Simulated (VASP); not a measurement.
A run of VASP 6.6.1:

INCAR

```
SYSTEM = Si3H2C2
ALGO = Normal
DIPOL = 0.5 0.5 0.335
EDIFF = 1E-7
ENCUT = 520
IDIPOL = 3
ISIF = 2
ISMEAR = 0
LASPH = .TRUE.
LCHARG = .TRUE.
LDIPOL = .TRUE.
LELF = .TRUE.
LREAL = Auto
LVACPOTAV = .TRUE.
LVHAR = .TRUE.
LWAVE = .FALSE.
NBANDS = 64
NELM = 60
PREC = Accurate
SIGMA = 0.05
```

Contents of KPOINTS:

```
k-points
0
G
  4 4 1
  0 0 0
```

Contents of POSCAR:

```
Si3H2C2
1.0
    6.1223116280      0.0000000000      0.0000000000
    0.0000000000      6.1223116280      0.0000000000
    0.0000000000      0.0000000000     18.0336064671
Si C H
12 8 8
Direct
    0.2500000000      0.2500000000      0.2691906584
    0.2500000000      0.7500000000      0.2691906584
    0.7500000000      0.2500000000      0.2691906584
    0.7500000000      0.7500000000      0.2691906584
    0.5021590078      0.4999970962      0.3886534271
    0.5021590078      0.0000029038      0.3886534271
   -0.0021587989      0.4999971480      0.3886535322
   -0.0021587989      0.0000028520      0.3886535322
    0.7500012367      0.7500000000      0.5119814482
    0.7500011283      0.2500000000      0.5119805326
    0.2500000996      0.7500000000      0.5004111845
    0.2500002164      0.2500000000      0.5004111845
    0.7500000000      0.5000000000      0.3292053881
    0.7500000000      0.0000000000      0.3292053881
    0.2500000000      0.5000000000      0.3292053881
    0.2500000000      0.0000000000      0.3292053881
   -0.0056360966      0.7500000000      0.4446052928
   -0.0056470968      0.2500000000      0.4446008395
    0.5056370304      0.7500000000      0.4446054655
    0.5056480798      0.2500000000      0.4446011699
    0.1018236707      0.2500000000      0.2043633518
    0.3981348503      0.2500000000      0.2043580857
    0.3981348503      0.7500000000      0.2043580857
    0.1018236707      0.7500000000      0.2043633518
    0.6018651497      0.2500000000      0.2043580857
    0.8981763293      0.2500000000      0.2043633518
    0.8981763293      0.7500000000      0.2043633518
    0.6018651497      0.7500000000      0.2043580857
```

Potentials or basis: VASP PAW LDA potentials, release 64 (Si, C, H).

Run with:

```sh
$ cat potpaw_LDA.64/Si/POTCAR potpaw_LDA.64/C/POTCAR potpaw_LDA.64/H/POTCAR > POTCAR
$ mpirun -np 1 vasp_std > vasp.out
```

Hardware: 1 thread of Intel(R) Xeon(R) Platinum 8259CL CPU @ 2.50GHz (Skylake/Cascade Lake), on a shared host.

**Question.** How long does it take, and how much memory?

**Answer.** Run time: 12 min on 1 thread of Intel(R) Xeon(R) Platinum 8259CL CPU @ 2.50GHz (Skylake/Cascade Lake) (shared host), peak memory 0.64 GiB. Counts: scf iterations 28, k points 9.
